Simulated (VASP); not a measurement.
Runs of VASP 6.6.1 on GaSb. The structure is that of space group F-43m (No. 216), or close to it. The cells are those of the table. 

```tsv
level	potentials or basis	cell	k mesh	cutoff (eV)	grid for exact exchange (PRECFOCK)	share of exact exchange	screening parameter	gap on the mesh (eV)	pressure (GPa)
PBE	VASP PAW PBE potentials, release 64 (Ga_d, Sb_d_GW)	a = 4.292 Å, angles 60.0°, 2 atoms	8 × 8 × 8	500	-	-	-	(b)	3.6
HSE06	VASP PAW PBE potentials, release 64 (Ga_d, Sb)	a = 4.379 Å, angles 60.0°, 2 atoms	6 × 6 × 6	520	Normal	0.25	0.2079 1/Å	0.55	(a)
HSE06	VASP PAW PBE potentials, release 64 (Ga_d, Sb)	a = 4.509 Å, angles 60.0°, 2 atoms	6 × 6 × 6	520	Normal	0.25	0.2079 1/Å	none	-4.9
PBE	VASP PAW PBE potentials, release 64 (Ga_d, Sb_d_GW)	a = 4.249 Å, angles 60.0°, 2 atoms	8 × 8 × 8	500	-	-	-	0.42	5.7
PBE	VASP PAW PBE potentials, release 64 (Ga_d, Sb_d_GW)	a = 4.206 Å, angles 60.0°, 2 atoms	8 × 8 × 8	500	-	-	-	(c)	8.0
```

Alike in all rows: task single point; no spin polarisation; smearing fermi-dirac 0.02 eV.

Problem. Estimate the missing entries.

Solution. (a) -1.8; (b) 0.20; (c) 0.59.

Caveats: spin-orbit coupling is left out, which moves the levels of the heavy elements; the cell stands under pressure (at least some runs); semilocal functionals underestimate gaps, and a narrow one can read as zero (at least some runs); the PAW data sets were made with another functional, which shifts forces and pressure a little (at least some runs); the cell stands under tension (at least some runs).

A k mesh can miss the band edges, and the runs leave out spin-orbit coupling on Ga, Sb.

A gap of «none» marks levels without a gap at the run's occupations.

The runs don't all hold the same shells in valence.
